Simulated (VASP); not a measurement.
# W (Im-3m) in VASP: further runs, part 2 of 2

VASP 6.6.1. Earlier steps stand in the parts before.

## (3) Relaxation of cell and atoms, PBE+D3(BJ)

This run uses another cell than the first one, of 15.85 Å³/atom, 1.003 times its volume.

The input, INCAR:

```
PREC = Accurate ; ENCUT = 600
EDIFF = 1E-6 ; ISMEAR = -1
SIGMA = 0.05 ; LREAL = False
LASPH = True ; NELM = 60
ALGO = Normal ; ISIF = 3
LWAVE = False ; LCHARG = False
GGA = PE ; IVDW = 12
IBRION = 2 ; NSW = 80
EDIFFG = -0.02
```

The input, KPOINTS:

```
regular mesh
0
Gamma
  12 12 12
```

The input, POSCAR:

```
W
1.0
   -1.5823450000      1.5823450000      1.5823450000
    1.5823450000     -1.5823450000      1.5823450000
    1.5823450000      1.5823450000     -1.5823450000
W
1
Direct
    0.0000000000      0.0000000000      0.0000000000
```

Potentials or basis: VASP PAW PBE potentials, release 64 (W_sv).

Command:

```sh
cat potpaw_PBE.64/W_sv/POTCAR > POTCAR
mpirun -np 1 vasp_std > vasp.out
```

OUTCAR:

```text
PREC = Accurate
   ENCUT = 600
   EDIFF = 1E-6
   ISMEAR = -1
   LREAL = False
   LASPH = True
   NELM = 60
   ISIF = 3
   GGA = PE
   IVDW = 12
   IBRION = 2
   NSW = 80
   EDIFFG = -0.02
 IVDW          = 12

 ion  position               nearest neighbor table
   1  0.000  0.000  0.000-

  LATTYP: Found a body centered cubic cell.
 ALAT       =     3.1646900000

  Lattice vectors:

 A1 = (  -1.5823450000,   1.5823450000,   1.5823450000)
 A2 = (   1.5823450000,  -1.5823450000,   1.5823450000)
 A3 = (   1.5823450000,   1.5823450000,  -1.5823450000)

Analysis of symmetry for initial positions (statically):
=====================================================================
 Subroutine PRICEL returns:
 Original cell was already a primitive cell.

 Routine SETGRP: Setting up the symmetry group for a
 body centered cubic supercell.

 Subroutine GETGRP returns: Found 48 space group operations
[... 248 lines left out ...]
  free energy    TOTEN  =       -12.94928031 eV

  energy without entropy =      -12.94443509  energy(sigma->0) =      -12.94685770

 E-fermi :  11.3957     XC(G=0): -13.6566

 val. band max:       11.3584567151   @ k =  -0.2500   0.3333   0.1667
 cond. band min:      11.4091736827   @ k =  -0.1667   0.1667   0.0833
 fundamental gap:      0.0507169676
 Fermi energy:        11.3957233801

 k-point     1 :       0.0000    0.0000    0.0000
  band No.  band energies     occupation
      1     -62.7004      2.00000
      2     -26.2578      2.00000
      3     -26.2578      2.00000
      4     -26.2578      2.00000
      5       1.8311      2.00000
      6      10.2485      2.00000
      7      10.2485      2.00000
      8      10.2485      2.00000
      9      13.7499      0.00000
     10      13.7499      0.00000
     11      26.0068      0.00000
[... 309 lines left out ...]
 k-point    24 :       0.4167    0.0833    0.0833
  band No.  band energies     occupation
      1     -62.5622      2.00000
      2     -27.4714      2.00000
      3     -26.7400      2.00000
      4     -26.3526      2.00000
      5       5.8560      2.00000
      6       7.8600      2.00000
      7      11.2128      1.94975
      8      13.8941      0.00000
      9      14.6687      0.00000
     10      18.9352      0.00000
     11      21.4526      0.00000

 [... further k-points ...]

------------------------ aborting loop because EDIFF is reached ----------------------------------------

 Edisp (eV)   -0.69726

 E8    (eV) :    -0.3575
[... 24 lines left out ...]
  FREE ENERGIE OF THE ION-ELECTRON SYSTEM (eV)
  ---------------------------------------------------
  free  energy   TOTEN  =       -13.6465385576 eV

  energy  without entropy=      -13.6416933381  energy(sigma->0) =      -13.64411595

 reached required accuracy - stopping structural energy minimisation
```

OSZICAR:

```text
N       E                     dE             d eps       ncg     rms          rms(c)
DAV:   1     0.836208200348E+02    0.83621E+02   -0.86083E+03  1592   0.159E+03
DAV:   2    -0.119023637234E+02   -0.95523E+02   -0.92077E+02  1710   0.358E+02
[... 17 lines left out ...]
   2 F= -.13645349E+02 E0= -.13642862E+02  d E =0.109379E-02
       N       E                     dE             d eps       ncg     rms          rms(c)
DAV:   1    -0.129594840634E+02   -0.17704E-01   -0.23707E-01  1629   0.779E+00    0.131E+00
DAV:   2    -0.129505961839E+02    0.88879E-02   -0.13340E-02  1611   0.158E+00    0.293E-01
DAV:   3    -0.129492614083E+02    0.13348E-02   -0.36866E-03  1644   0.806E-01    0.216E-01
DAV:   4    -0.129492810966E+02   -0.19688E-04   -0.10611E-04  1637   0.138E-01    0.259E-02
DAV:   5    -0.129492803131E+02    0.78351E-06   -0.53322E-06  1671   0.297E-02
   3 F= -.13646539E+02 E0= -.13644116E+02  d E =-.956211E-04
```

Run time: 10 s. Hardware: 1 thread of Intel Xeon 6975P-C (Granite Rapids), shared host; peak memory 0.16 GiB.

What came out:

```
Free energy                            : -13.6465 eV
Relaxed volume                         : 15.81 Å³/atom
Relaxed cell                           : a = 2.738 Å, b = 2.738 Å, c = 2.738 Å, α = 109.47°, β = 109.47°, γ = 109.47°
Space group after relaxing (to 0.05 Å) : Im-3m (No. 229)
Energy gained by relaxing              : 0.1 meV/atom
Ionic steps                            : 3
Pressure after relaxing                : 0.0 GPa
Band gap on the k mesh                 : zero (band 7 reaches 16.67 eV, above the bottom of band 8 at 10.25 eV)
Dispersion energy per atom             : -0.697 eV
```

Final structure:
```
W
1.0
    -1.58104    1.58104    1.58104
     1.58104   -1.58104    1.58104
     1.58104    1.58104   -1.58104
W
1
Direct
  0.00000 0.00000 0.00000
```

Caveat: spin-orbit coupling is left out, which moves the levels of the heavy elements; pairwise dispersion overbinds metals, which lowers pressure and volume.

## (4) Relaxation of cell and atoms, PBE+D4

This run uses another cell than the first one, of 15.85 Å³/atom, 1.003 times its volume.

The input, INCAR:

```
SYSTEM = W
  PREC = Accurate
  ENCUT = 600
  EDIFF = 1E-6
  ISMEAR = -1
  SIGMA = 0.05
  LREAL = .False.
  LASPH = .True.
  NELM = 80
  ALGO = Normal
  ISIF = 3
  LWAVE = .False.
  LCHARG = .False.
  GGA = PE
  IVDW = 13
  IBRION = 2
  NSW = 80
  EDIFFG = -0.005
```

The input, KPOINTS:

```
regular mesh
0
Gamma
  12 12 12
  0 0 0
```

POSCAR is that of step 3.

Command:

```sh
cat potpaw_PBE.64/W_sv/POTCAR > POTCAR
mpirun -np 1 vasp_std > vasp.out
```

Run time: 12 s. Hardware: 1 thread of Intel Xeon 6975P-C (Granite Rapids), shared host; peak memory 0.15 GiB.

Results (log left out):

- Free energy: -13.6731 eV
- Relaxed volume: 15.83 Å³/atom
- Relaxed cell: a = 2.740 Å, b = 2.740 Å, c = 2.740 Å, α = 109.47°, β = 109.47°, γ = 109.47°
- Space group after relaxing (to 0.05 Å): Im-3m (No. 229)
- Energy gained by relaxing: 0.0 meV/atom
- Ionic steps: 3
- Pressure after relaxing: 0.0 GPa
- Band gap on the k mesh: zero (band 7 reaches 16.64 eV, above the bottom of band 8 at 10.23 eV)
- Dispersion energy per atom: -0.723 eV

Final structure:
```
W
1.0
    -1.58182    1.58182    1.58182
     1.58182   -1.58182    1.58182
     1.58182    1.58182   -1.58182
W
1
Direct
  0.00000 0.00000 0.00000
```

Levels at points of the mesh, in eV from the Fermi level:
```tsv
k point	band 4	band 5	band 6	band 7	band 8	band 9	band 10	band 11
(0.00, 0.00, 0.00)	-37.66	-9.56	-1.14	-1.14	-1.14	2.35	2.35	14.61
(0.50, 0.00, 0.00)	-37.66	-6.20	-3.49	0.77	2.25	3.23	6.25	11.58
(0.50, 0.50, 0.50)	-38.56	-5.76	-5.76	5.26	5.26	5.26	8.35	8.35
```

Caveat: spin-orbit coupling is left out, which moves the levels of the heavy elements; pairwise dispersion overbinds metals, which lowers pressure and volume.

## (5) Single point, PBE (volume scaled by 0.94)

The input, INCAR:

```
PREC = Accurate
ENCUT = 520
EDIFF = 1E-7
ISMEAR = -1
SIGMA = 0.05
LREAL = F
LASPH = T
NELM = 100
ALGO = Normal
ISIF = 2
LWAVE = F
LCHARG = T
GGA = PE
LELF = T
LVHAR = T
NBANDS = 13
```

The input, KPOINTS:

```
regular mesh
0
Gamma
  12 12 12
```

The input, POSCAR:

```
W
1.0
   -1.5500431812      1.5500431812      1.5500431812
    1.5500431812     -1.5500431812      1.5500431812
    1.5500431812      1.5500431812     -1.5500431812
W
1
Direct
    0.0000000000      0.0000000000      0.0000000000
```

Command:

```sh
cat potpaw_PBE.64/W_sv/POTCAR > POTCAR
mpirun -np 1 vasp_std > vasp.out
```

It took 5.6 s on 1 thread of AMD EPYC 9R45 (Zen 5), shared host; peak memory 0.1 GiB.

The run converged. Its results:

- Free energy: -12.8476 eV
- Pressure: 29.2 GPa
- Band gap on the k mesh: zero (band 7 reaches 18.01 eV, above the bottom of band 8 at 11.03 eV)

Levels at points of the mesh, in eV from the Fermi level:
| k point | band 3 | band 4 | band 5 | band 6 | band 7 | band 8 | band 9 | band 10 | band 11 | band 12 |
| --- | --- | --- | --- | --- | --- | --- | --- | --- | --- | --- |
| (0.00, 0.00, 0.00) | -37.53 | -37.53 | -9.96 | -1.31 | -1.31 | -1.31 | 2.43 | 2.43 | 14.67 | 14.67 |
| (0.50, 0.00, 0.00) | -38.04 | -37.55 | -6.67 | -3.86 | 0.94 | 2.37 | 3.43 | 6.76 | 11.66 | 12.17 |
| (0.50, 0.50, 0.50) | -38.63 | -38.63 | -6.34 | -6.34 | 5.66 | 5.66 | 5.66 | 8.79 | 8.79 | 8.79 |

Caveat: the cell differs from its parent crystal (volume scaled by 0.94); spin-orbit coupling is left out, which moves the levels of the heavy elements.

## (6) Single point, PBE (volume scaled by 0.96)

The input, INCAR:

```
ALGO = Fast ; EDIFF = 1E-6
ENCUT = 520 ; GGA = PE
ISIF = 2 ; ISMEAR = -1
LASPH = T ; LCHARG = T
LELF = T ; LREAL = F
LVHAR = T ; LWAVE = F
NBANDS = 13 ; NELM = 80
PREC = Accurate ; SIGMA = 0.05
```

The input, KPOINTS:

```
k-points
0
Gamma
  12 12 12
```

The input, POSCAR:

```
W
1.0
   -1.5609593379      1.5609593379      1.5609593379
    1.5609593379     -1.5609593379      1.5609593379
    1.5609593379      1.5609593379     -1.5609593379
W
1
Direct
    0.0000000000      0.0000000000      0.0000000000
```

Potentials or basis: VASP PAW PBE potentials, release 64 (W_sv).

Command:

```sh
cat potpaw_PBE.64/W_sv/POTCAR > POTCAR
mpirun -np 1 vasp_std > vasp.out
```

It took 6.3 s on 1 thread of AMD EPYC 9R45 (Zen 5), shared host; peak memory 0.1 GiB.

Results (log left out):

```yaml
Free_energy: -12.8973 eV
Pressure: 20.8 GPa
Band_gap_on_the_k_mesh: zero (band 7 reaches 17.53 eV, above the bottom of band 8 at 10.75 eV)
```

Levels at points of the mesh, in eV from the Fermi level:
| k point | band 3 | band 4 | band 5 | band 6 | band 7 | band 8 | band 9 | band 10 | band 11 | band 12 |
| --- | --- | --- | --- | --- | --- | --- | --- | --- | --- | --- |
| (0.00, 0.00, 0.00) | -37.57 | -37.57 | -9.82 | -1.25 | -1.25 | -1.25 | 2.41 | 2.41 | 14.65 | 14.65 |
| (0.50, 0.00, 0.00) | -38.05 | -37.58 | -6.50 | -3.72 | 0.88 | 2.33 | 3.36 | 6.58 | 11.64 | 11.82 |
| (0.50, 0.50, 0.50) | -38.60 | -38.60 | -6.13 | -6.13 | 5.52 | 5.52 | 5.52 | 8.64 | 8.64 | 8.64 |

Caveat: the cell differs from its parent crystal (volume scaled by 0.96); spin-orbit coupling is left out, which moves the levels of the heavy elements.

## (7) Summary

```tsv
task	level	cell	cutoff (eV)	gap on the mesh (eV)	pressure (GPa)	relaxed volume (Å³/atom)
single point	PBE+D4	a = 2.738 Å, angles 109.5°, 1 atom	520	none	0.5	-
relaxation of cell and atoms	PBE+D3(BJ)	relaxed from a = 2.741 Å, angles 109.5°, 1 atom	600	none	0.0	15.81
relaxation of cell and atoms	PBE+D4	relaxed from a = 2.741 Å, angles 109.5°, 1 atom	600	none	0.0	15.83
single point	PBE	a = 2.685 Å, angles 109.5°, 1 atom	520	none	29.2	-
single point	PBE	a = 2.704 Å, angles 109.5°, 1 atom	520	none	20.8	-
```

Alike in all rows: potentials or basis VASP PAW PBE potentials, release 64 (W_sv); no spin polarisation; k mesh 12 × 12 × 12; smearing fermi-dirac 0.05 eV.

Caveats: spin-orbit coupling is left out, which moves the levels of the heavy elements; pairwise dispersion overbinds metals, which lowers pressure and volume (some runs).

Total energies depend on the potentials used, so only differences within one code and one set of settings carry meaning.
